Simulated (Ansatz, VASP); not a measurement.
# HgTe: VASP beside Ansatz

The input INCAR:

```
SYSTEM = HgTe
PREC = Accurate
ENCUT = 520
EDIFF = 1E-7
ISMEAR = 0
SIGMA = 0.05
LREAL = .False.
LASPH = .True.
NELM = 60
ALGO = Normal
ISIF = 2
LWAVE = .False.
LCHARG = .False.
GGA = PS
NBANDS = 16
```

The input KPOINTS:

```
regular mesh
0
Gamma
  6 6 6
  0 0 0
```

Contents of POSCAR:

```
HgTe
1.0
    0.0000000000      3.2234988908      3.2234988908
    3.2234988908      0.0000000000      3.2234988908
    3.2234988908      3.2234988908      0.0000000000
Hg Te
1 1
Direct
    0.0000000000      0.0000000000      0.0000000000
    0.2500000000      0.2500000000      0.2500000000
```

Input for Ansatz:

```yaml
crystal:
  lattice:
    - [0.0, 3.2234988908, 3.2234988908]
    - [3.2234988908, 0.0, 3.2234988908]
    - [3.2234988908, 3.2234988908, 0.0]
  atoms:
    - { symbol: Hg, position: [0.0, 0.0, 0.0] }
    - { symbol: Te, position: [0.25, 0.25, 0.25] }
basis:
  ecutwfc: 420
  ecutrho_ratio: 4
kpoints:
  mp_grid: { grid: [6, 6, 6] }
hamiltonian:
  xc: pbesol
scf:
  occupations: { method: gaussian, width: 0.05 }
output:
  forces: true
  stress: true
  eigenvalues: true
```

Alike in both runs: task single point; functional PBEsol; k mesh 6 × 6 × 6; occupations gaussian, width 0.05 eV; no spin polarisation.

|  | VASP | Ansatz |
| --- | --- | --- |
| version | VASP 6.6.1 | Ansatz 0.2.0 |
| potentials or method | VASP PAW PBE potentials, release 64 (Hg, Te), cutoff 520 eV | scalar-relativistic, plane waves, PAW |
| valence electrons in the cell | 18 | 36 |

```csv
,VASP,Ansatz,Ansatz less VASP
gap on the k mesh at the Fermi level (eV),none,none,-
pressure (GPa),1.5,1.4,-0.12
```

VASP's potentials were made for PBE, not for PBEsol. A gap of «none» marks a metal or a gap that the smearing closes. With one functional, cell and mesh, what is left measures potentials, basis and numerics. VASP's potentials hold 18 valence electrons a cell and Ansatz's 36, so a difference there can come from the potentials and not from the codes.

Spin-orbit coupling is off throughout.
